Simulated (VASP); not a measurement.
Write the native input for VASP 6.6.1 that does the following.

```
Task                   : single point
Functional             : LDA
Potentials or basis    : VASP PAW LDA potentials, release 64 (Li_sv, Pt)
Cutoff                 : 520 eV
k mesh                 : 8 × 8 × 11
Occupations            : fermi-dirac, width 0.15 eV
Spin                   : no spin polarisation
Dipole correction      : no
Further INCAR settings : ALGO = Normal; EDIFF = 1e-06; NBANDS = 15
```

The structure of Li2Pt lies in POSCAR:

```
Li2Pt
1.0
    4.1860000000      0.0000000000      0.0000000000
   -2.0930000000      3.6251820000      0.0000000000
    0.0000000000      0.0000000000      2.6610000000
Li Pt
2 1
Direct
    0.3333333333      0.6666666667      0.5000000000
    0.6666666667      0.3333333333      0.5000000000
    0.0000000000      0.0000000000      0.0000000000
```

The input as run:

INCAR

```
PREC = Accurate
ENCUT = 520
EDIFF = 1E-6
ISMEAR = -1
SIGMA = 0.15
LREAL = False
LASPH = True
NELM = 100
ALGO = Normal
ISIF = 2
LWAVE = False
LCHARG = False
GGA = CA
NBANDS = 15
```

KPOINTS

```
regular mesh
0
Gamma
  8 8 11
```

Potentials or basis: VASP PAW LDA potentials, release 64 (Li_sv, Pt).

Launch:

```console
$ cat potpaw_LDA.64/Li_sv/POTCAR potpaw_LDA.64/Pt/POTCAR > POTCAR
$ mpirun -np 1 vasp_std > vasp.out
```

It gave:

| Item | Value |
| --- | --- |
| Band gap on the k mesh | zero (bands 8 and 9 overlap by 1.49 eV) |

Caveat: spin-orbit coupling is left out, which moves the levels of the heavy elements.

It took 10 s on 1 thread of Intel(R) Xeon(R) 6975P-C (Granite Rapids) (shared host), peak memory 0.16 GiB.
